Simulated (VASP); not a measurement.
Wanted: the native input for a VASP 6.6.1 run.

```
Task                   : single point
Functional             : PBE
Potentials or basis    : VASP PAW PBE potentials, release 64 (Zn, In_d, O)
Cutoff                 : 520 eV
k mesh                 : 14 × 14 × 8
Occupations            : gaussian, width 0.1 eV
Spin                   : no spin polarisation
Dipole correction      : no
Further INCAR settings : ALGO = Normal; EDIFF = 1e-06; NBANDS = 30
```

The structure of Zn2InO lies in POSCAR:

```
Zn2InO
1.0
    3.3420318802      0.0000000000      0.0000000000
    0.0000000000      3.3420318802      0.0000000000
    0.0000000000      0.0000000000      6.9293091112
Zn In O
2 1 1
Direct
    0.5000000000      0.0000000000      0.8290394212
    0.0000000000      0.5000000000      0.1709605788
    0.5000000000      0.5000000000      0.5000000000
    0.0000000000      0.0000000000      0.0000000000
```

The input as run:

INCAR

```
SYSTEM = Zn2InO
PREC = Accurate
ENCUT = 520
EDIFF = 1E-6
ISMEAR = 0
SIGMA = 0.1
LREAL = .FALSE.
LASPH = .TRUE.
NELM = 80
ALGO = Normal
ISIF = 2
LWAVE = .FALSE.
LCHARG = .FALSE.
GGA = PE
NBANDS = 30
```

KPOINTS

```
Automatic mesh
0
G
  14 14 8
  0 0 0
```

Potentials or basis: VASP PAW PBE potentials, release 64 (Zn, In_d, O).

The run is started by

```bash
$ cat potpaw_PBE.64/Zn/POTCAR potpaw_PBE.64/In_d/POTCAR potpaw_PBE.64/O/POTCAR > POTCAR
$ mpirun -np 1 vasp_std > vasp.out
```

Results of the run:

| Quantity | Value |
| --- | --- |
| Pressure | -4.4 GPa |
| Largest force | 0.054 eV/Å |
| Band gap on the k mesh | zero (an odd number of electrons rules out a gap without spin polarisation) |

Caveat: the cell stands under tension; spin-orbit coupling is left out, which moves the levels of the heavy elements; an odd number of electrons without spin polarisation forces a metal; a magnetic or distorted state may lie lower.

It took 3 min on 1 thread of Intel(R) Xeon(R) 6975P-C (Granite Rapids), with other jobs on the host, peak memory 0.49 GiB.
